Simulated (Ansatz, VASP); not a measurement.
# Co in VASP and in Ansatz

INCAR

```
ALGO = Normal
EDIFF = 1E-6
ENCUT = 520
GGA = RE
ISIF = 2
ISMEAR = -1
LASPH = T
LCHARG = F
LREAL = F
LWAVE = F
NBANDS = 16
NELM = 80
PREC = Accurate
SIGMA = 0.1
```

Contents of KPOINTS:

```
k-points
0
Gamma
  21 21 14
```

The input POSCAR:

```
Co
1.0
   -2.7373426765      2.3822686536      1.1559066899
    2.3822686536     -2.7373426765      1.1559066899
    1.9999196451      1.9999196451     -1.8062254132
Co
2
Direct
    0.9886644562      0.0113355438      1.0000000000
    0.7613355438      0.2386644562      0.5000000000
```

Input for Ansatz:

```yaml
crystal:
  lattice:
    - [-2.7373426765, 2.3822686536, 1.1559066899]
    - [2.3822686536, -2.7373426765, 1.1559066899]
    - [1.9999196451, 1.9999196451, -1.8062254132]
  atoms:
    - { symbol: Co, position: [0.9886644562, 0.0113355438, 1.0] }
    - { symbol: Co, position: [0.7613355438, 0.2386644562, 0.5] }
hamiltonian:
  xc: revpbe
  pseudopotentials:
    kind: paw
    azcp:
      Co: "pseudopotentials/Co.paw.azcp"
basis:
  ecutwfc: 420
  fft_grid_basis: typed
kpoints:
  mp_grid: { grid: [21, 21, 14], shift: [0, 0, 0] }
magnetization:
  spin_polarized: false
scf:
  occupations: { method: fermi_dirac, width: 0.1 }
  lower_state_search: "off"
output:
  stress: true
```

Alike in both runs: task single point; functional revPBE; k mesh 21 × 21 × 14; occupations fermi-dirac, width 0.1 eV; no spin polarisation.

|  | VASP | Ansatz |
| --- | --- | --- |
| version | VASP 6.6.1 | Ansatz 0.2.0 |
| potentials or method | VASP PAW PBE potentials, release 64 (Co), cutoff 520 eV | plane waves (420 eV) with PAW, scalar-relativistic |
| valence electrons in the cell | 18 | 34 |

Ansatz gave:

```
pressure (GPa)                                                : 21.8
traceless stress, the component that is largest in VASP (GPa) : -1.87
```

Problem. What did VASP give for the same quantities?

Solution. Pressure (GPa): 20.6; traceless stress, the component that is largest in VASP (GPa): -1.93.

VASP's potentials were made for PBE, not for revPBE. VASP's potentials hold 18 valence electrons a cell and Ansatz's 34, so a difference there can come from the potentials and not from the codes.
